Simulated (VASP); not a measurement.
# Bi: single point with RPBE

Crystal: Bi.

```
Bi
1.0
    -1.98143    1.98143    2.00124
     1.98143   -1.98143    2.00124
     1.98143    1.98143   -2.00124
Bi
1
Direct
  0.00000 0.00000 0.00000
```

This cell differs from its parent crystal: cell strained by +1.0% along z.

| Quantity | Value |
| --- | --- |
| Program | VASP 6.6.1 |
| Task | single point |
| Functional | RPBE |
| Potentials or basis | VASP PAW PBE potentials, release 64 (Bi_d) |
| Cutoff | 640 eV |
| k mesh | 18 × 18 × 18 |
| Occupations | methfessel-paxton, width 0.05 eV |
| Spin | no spin polarisation |

```json
{
  "Pressure": "1.8 GPa",
  "Band gap on the k mesh": "zero (an odd number of electrons rules out a gap without spin polarisation)"
}
```

Stress tensor (GPa, compression positive):
```
1.74 0.00 0.00
0.00 1.74 0.00
0.00 0.00 2.03
```

Levels at points of the mesh, in eV from the Fermi level:
```
           k point  band 4  band 5  band 6  band 7  band 8  band 9  band 10  band 11
(0.00, 0.00, 0.00)  -23.00  -23.00  -13.47    5.02    5.06    5.06     8.96    10.34
(0.50, 0.00, 0.00)  -23.00  -22.92  -10.48   -5.05    1.58    3.46     5.92     7.54
(0.50, 0.50, 0.00)  -23.00  -22.92  -10.44   -5.03    1.48    3.32     5.81     7.39
```

Run time: 10 min on 1 thread of AMD EPYC 7R43 64-Core Processor (Zen 3), on a shared host, peak memory 0.42 GiB.

Caveat: the cell differs from its parent crystal (cell strained by +1.0% along z); the PAW data sets were made with another functional, which shifts forces and pressure a little; spin-orbit coupling is left out, which moves the levels of the heavy elements.
